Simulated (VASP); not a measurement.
# PbO2 (Fm-3m) in VASP: a series of runs, part 2 of 2

VASP 6.6.1. Earlier steps stand in the parts before.

## Step 5: Single point, PBE

INCAR reads:

```
SYSTEM = PbO2
PREC = Accurate
ENCUT = 520
EDIFF = 1E-6
ISMEAR = 0
SIGMA = 0.012
LREAL = .False.
LASPH = .True.
NELM = 60
ALGO = Normal
ISIF = 2
LWAVE = .False.
LCHARG = .False.
GGA = PE
NBANDS = 20
```

KPOINTS reads:

```
regular mesh
0
Gamma
  6 6 6
  0 0 0
```

POSCAR reads:

```
PbO2
1.0
    0.0000000000      2.7019920000      2.7019920000
    2.7019920000      0.0000000000      2.7019920000
    2.7019920000      2.7019920000      0.0000000000
Pb O
1 2
Direct
    0.0000000000      0.0000000000      0.0000000000
    0.2500000000      0.2500000000      0.2500000000
    0.7500000000      0.7500000000      0.7500000000
```

Potentials or basis: VASP PAW PBE potentials, release 64 (Pb_d, O).

Run with:

```console
> cat potpaw_PBE.64/Pb_d/POTCAR potpaw_PBE.64/O/POTCAR > POTCAR
> mpirun -np 1 vasp_std > vasp.out
```

OUTCAR:

```text
SYSTEM = PbO2
   PREC = Accurate
   ENCUT = 520
   EDIFF = 1E-6
   ISMEAR = 0
   LREAL = .False.
   LASPH = .True.
   NELM = 60
   ISIF = 2
   GGA = PE

 ion  position               nearest neighbor table
   1  0.000  0.000  0.000-   3 2.34   3 2.34   3 2.34   2 2.34   2 2.34   2 2.34   3 2.34   2 2.34

   2  0.250  0.250  0.250-   1 2.34   1 2.34   1 2.34   1 2.34
   3  0.750  0.750  0.750-   1 2.34   1 2.34   1 2.34   1 2.34

  LATTYP: Found a face centered cubic cell.
 ALAT       =     5.4039840000

  Lattice vectors:

 A1 = (   0.0000000000,   2.7019920000,   2.7019920000)
 A2 = (   2.7019920000,   0.0000000000,   2.7019920000)
 A3 = (   2.7019920000,   2.7019920000,   0.0000000000)

Analysis of symmetry for initial positions (statically):
=====================================================================
 Subroutine PRICEL returns:
 Original cell was already a primitive cell.

 Routine SETGRP: Setting up the symmetry group for a
 face centered cubic supercell.

[... 155 lines left out ...]
  free energy    TOTEN  =       -15.60859735 eV

  energy without entropy =      -15.60845280  energy(sigma->0) =      -15.60852508

 E-fermi :   5.6386     XC(G=0): -11.1436

 val. band max:        5.6269097328   @ k =  -0.3333   0.5000   0.1667
 cond. band min:       5.9365322561   @ k =   0.1667   0.1667   0.0000
 fundamental gap:      0.3096225233
 Fermi energy:         5.6386448271

 k-point     1 :       0.0000    0.0000    0.0000
  band No.  band energies     occupation
      1     -12.8660      2.00000
      2     -10.0606      2.00000
      3     -10.0606      2.00000
      4     -10.0606      2.00000
      5     -10.0554      2.00000
      6      -9.8292      2.00000
[... 357 lines left out ...]
     19      22.1521      0.00000
     20      22.5119      0.00000

------------------------ aborting loop because EDIFF is reached ----------------------------------------

  FORCE on cell =-STRESS in cart. coord.  units (eV):
  Direction    XX          YY          ZZ          XY          YZ          ZX
  --------------------------------------------------------------------------------------
  -------------------------------------------------------------------------------------
  Total        0.0585677      0.0585677      0.0585677      0.0000000     -0.0000000      0.0000000
  in kB        2.3784099      2.3784099      2.3784099      0.0000000     -0.0000000      0.0000000
  external PRESSURE =       2.3784099 kB  Pullay stress =       0.0000000 kB

 VOLUME and BASIS-vectors are now :
 -----------------------------------------------------------------------------
  energy-cutoff  :      520.00
  volume of cell :       39.45
      direct lattice vectors                 reciprocal lattice vectors
     0.000000000  2.701992000  2.701992000    -0.185048660  0.185048660  0.185048660
     2.701992000  0.000000000  2.701992000     0.185048660 -0.185048660  0.185048660
     2.701992000  2.701992000  0.000000000     0.185048660  0.185048660 -0.185048660

 POSITION                                       TOTAL-FORCE (eV/Angst)
 -----------------------------------------------------------------------------------
      0.00000      0.00000      0.00000        -0.000000      0.000000     -0.000000
      1.35100      1.35100      1.35100         0.000000      0.000000      0.000000
      4.05299      4.05299      4.05299        -0.000000     -0.000000     -0.000000
 -----------------------------------------------------------------------------------
    total drift:                                0.000000      0.000000      0.000000

  FREE ENERGIE OF THE ION-ELECTRON SYSTEM (eV)
  ---------------------------------------------------
  free  energy   TOTEN  =       -15.6085973486 eV

  energy  without entropy=      -15.6084528039  energy(sigma->0) =      -15.60852508
```

OSZICAR:

```text
N       E                     dE             d eps       ncg     rms          rms(c)
DAV:   1     0.264841103720E+03    0.26484E+03   -0.13758E+04   648   0.160E+03
DAV:   2     0.545477819846E+01   -0.25939E+03   -0.24714E+03   692   0.424E+02
DAV:   3    -0.176939187659E+02   -0.23149E+02   -0.22712E+02   756   0.132E+02
DAV:   4    -0.183278634136E+02   -0.63394E+00   -0.63320E+00   732   0.220E+01
DAV:   5    -0.183471964554E+02   -0.19333E-01   -0.19331E-01   820   0.412E+00    0.955E+00
DAV:   6    -0.156289100739E+02    0.27183E+01   -0.11238E+01   960   0.409E+01    0.298E+00
DAV:   7    -0.156169059186E+02    0.12004E-01   -0.55925E-01   704   0.784E+00    0.172E+00
DAV:   8    -0.156183535015E+02   -0.14476E-02   -0.16935E-01   688   0.398E+00    0.839E-01
DAV:   9    -0.156078742394E+02    0.10479E-01   -0.28367E-02   896   0.197E+00    0.162E-01
DAV:  10    -0.156085952282E+02   -0.72099E-03   -0.50237E-03   692   0.487E-01    0.779E-02
DAV:  11    -0.156085968812E+02   -0.16530E-05   -0.17075E-04   748   0.101E-01    0.330E-02
DAV:  12    -0.156085975702E+02   -0.68900E-06   -0.38801E-05   724   0.470E-02    0.110E-02
DAV:  13    -0.156085973486E+02    0.22160E-06   -0.68344E-06   700   0.188E-02
   1 F= -.15608597E+02 E0= -.15608525E+02  d E =-.144545E-03
```

Run time: 14 s. Hardware: 1 thread of AMD EPYC 7R43 (Zen 3), shared host; peak memory 0.12 GiB.

Results:

```yaml
Free_energy: -15.6086 eV
Pressure: 0.2 GPa
Band_gap_on_the_k_mesh: zero (band 13 reaches 5.63 eV, above the bottom of band 14 at 4.44 eV)
```

Caveat: spin-orbit coupling is left out, which moves the levels of the heavy elements.

## Step 6: The runs side by side

```csv
level,smearing,gap on the mesh (eV),pressure (GPa)
PBE+D4,gaussian 0.1 eV,none,-2.8
revPBE,tetrahedron,none,3.1
PBE,gaussian 0.012 eV,none,0.2
```

Alike in all rows: task single point; potentials or basis VASP PAW PBE potentials, release 64 (Pb_d, O); no spin polarisation; cell as given; k mesh 6 × 6 × 6; cutoff (eV) 520.

Every run on the cell as given and a fine mesh finds a metal. The pressure there spans -2.8 GPa (PBE+D4) to 3.1 GPa (revPBE); a positive pressure means that this level wants a larger cell, a negative one a smaller.

Caveats: spin-orbit coupling is left out, which moves the levels of the heavy elements; pairwise dispersion overbinds metals, which lowers pressure and volume (some runs); the PAW data sets were made with another functional, which shifts forces and pressure a little (some runs).

Absolute energies hang on the potentials; compare differences alone.
